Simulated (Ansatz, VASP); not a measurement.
**N in VASP and in Ansatz**

INCAR

```
ALGO = Normal
EDIFF = 1E-7
EDIFFG = -0.01
ENCUT = 600
GGA = PE
IBRION = 2
ISIF = 3
ISMEAR = 0
LASPH = T
LCHARG = F
LREAL = F
LWAVE = F
NELM = 80
NSW = 100
PREC = Accurate
SIGMA = 0.02
```

The input KPOINTS:

```
k-points
0
Gamma
  4 4 4
```

POSCAR

```
N
1.0
    5.5605176600      0.0000000000      0.0000000000
    0.0000000000      5.5605176600      0.0000000000
    0.0000000000      0.0000000000      5.5605176600
N
8
Direct
    0.0573973300      0.0573973300      0.0573973300
    0.4426026700      0.9426026700      0.5573973300
    0.5573973300      0.4426026700      0.9426026700
    0.9426026700      0.5573973300      0.4426026700
    0.9426026700      0.9426026700      0.9426026700
    0.5573973300      0.0573973300      0.4426026700
    0.4426026700      0.5573973300      0.0573973300
    0.0573973300      0.4426026700      0.5573973300
```

Input for Ansatz:

```yaml
crystal:
  lattice:
    - [5.56051766, 0.0, 0.0]
    - [0.0, 5.56051766, 0.0]
    - [0.0, 0.0, 5.56051766]
  atoms:
    - { symbol: "N", position: [0.05739733, 0.05739733, 0.05739733] }
    - { symbol: "N", position: [0.44260267, 0.94260267, 0.55739733] }
    - { symbol: "N", position: [0.55739733, 0.44260267, 0.94260267] }
    - { symbol: "N", position: [0.94260267, 0.55739733, 0.44260267] }
    - { symbol: "N", position: [0.94260267, 0.94260267, 0.94260267] }
    - { symbol: "N", position: [0.55739733, 0.05739733, 0.44260267] }
    - { symbol: "N", position: [0.44260267, 0.55739733, 0.05739733] }
    - { symbol: "N", position: [0.05739733, 0.44260267, 0.55739733] }
basis:
  ecutwfc: 420
kpoints:
  mp_grid: { grid: [4, 4, 4] }
hamiltonian:
  xc: pbe
scf:
  occupations: { method: gaussian, width: 0.02 }
output:
  forces: true
  stress: true
  eigenvalues: true
relax:
  adjacent_minimum: "off"
  f_tol: 0.01
  max_steps: 80
  cell: { stress_tol: 0.05 }
```

Alike in both runs: task relaxation of cell and atoms; functional PBE; k mesh 4 × 4 × 4; occupations gaussian, width 0.02 eV; no spin polarisation.

|  | VASP | Ansatz |
| --- | --- | --- |
| version | VASP 6.6.1 | Ansatz 0.2.0 |
| potentials or method | VASP PAW PBE potentials, release 64 (N), cutoff 600 eV | scalar-relativistic, plane waves, PAW |
| valence electrons in the cell | 40 | 40 |

|  | VASP | Ansatz | Ansatz less VASP |
| --- | --- | --- | --- |
| gap on the k mesh at the Fermi level, each at its own relaxed structure (eV) | 7.40 | 7.66 | +0.256 |
| relaxed volume (Å³/atom) | 25.75 | 28.13 | +2.380 |
| relaxed cell length with the largest relative difference (Å) | 5.906 | 6.082 | +0.1766 |

One of these differences is far larger than is usual between the two programs; its cause wasn't traced.

Noted on VASP's run: the standard files for N, O and F lose accuracy on very short bonds; the volume moved by over 15 % at a fixed basis, so the end points are rough.
